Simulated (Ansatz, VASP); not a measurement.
# PtSe in VASP and in Ansatz

```
Pt Se
1.0
     0.00000    2.79841    2.79841
     2.79841    0.00000    2.79841
     2.79841    2.79841    0.00000
Pt Se
1 1
Direct
  0.50000 0.50000 0.50000
  0.00000 0.00000 0.00000
```

Alike in both runs: functional HSE06; k mesh 4 × 4 × 4; occupations fermi-dirac, width 0.05 eV; no spin polarisation.

|  | VASP | Ansatz |
| --- | --- | --- |
| version | VASP 6.6.1 | Ansatz 0.2.0 |
| potentials or method | VASP PAW PBE potentials, release 64 (Pt, Se) | Ansatz PAW |
| plane-wave cutoff (eV) | 520 | 420 |
| valence electrons in the cell | 16 | 34 |
| task | single point | band structure |

Ansatz gave:

```
gap on the k mesh at the Fermi level (eV) : none
pressure (GPa)                            : -16.5
```

**Question.** Which values does VASP return?

**Answer.** gap on the k mesh at the Fermi level (eV): none; pressure (GPa): -16.6.

A gap of «none» marks a metal or a gap that the smearing closes. With one functional, cell and mesh, what is left measures potentials, basis and numerics. VASP's potentials hold 16 valence electrons a cell and Ansatz's 34, so a difference there can come from the potentials and not from the codes.

The k mesh is coarse, so the values compare programs but aren't converged. Spin-orbit coupling is off throughout.
